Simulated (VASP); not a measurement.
A run of VASP 6.6.1 is set up as follows.

Contents of INCAR:

```
SYSTEM = LiCl
ALGO = Normal
EDIFF = 1E-6
ENCUT = 520
GGA = PE
ISIF = 2
ISMEAR = 0
LASPH = .True.
LCHARG = .True.
LELF = .True.
LREAL = .False.
LVHAR = .True.
LWAVE = .False.
NBANDS = 30
NELM = 80
PREC = Accurate
SIGMA = 0.02
```

File KPOINTS:

```
k-points
0
Gamma
  6 6 2
  0 0 0
```

Contents of POSCAR:

```
LiCl
1.0
    3.5846879696      0.0000000000      0.0000000000
   -1.7923439848      3.1044308463      0.0000000000
    0.0000000000      0.0000000000     11.8992515062
Li Cl
4 4
Direct
    0.3333333333      0.6666666667      0.8767234304
    0.6666666667      0.3333333333      0.1232765696
    0.6666666667      0.3333333333      0.3767234304
    0.3333333333      0.6666666667      0.6232765696
    0.6666666667      0.3333333333      0.7500000000
    0.0000000000      0.0000000000      0.0000000000
    0.3333333333      0.6666666667      0.2500000000
    0.0000000000      0.0000000000      0.5000000000
```

Potentials or basis: VASP PAW PBE potentials, release 64 (Li_sv, Cl).

Launch:

```bash
$ cat potpaw_PBE.64/Li_sv/POTCAR potpaw_PBE.64/Cl/POTCAR > POTCAR
$ mpirun -np 1 vasp_std > vasp.out
```

(1) Predict the band gap on the k mesh.

Answers

(1) 6.40 eV, direct.
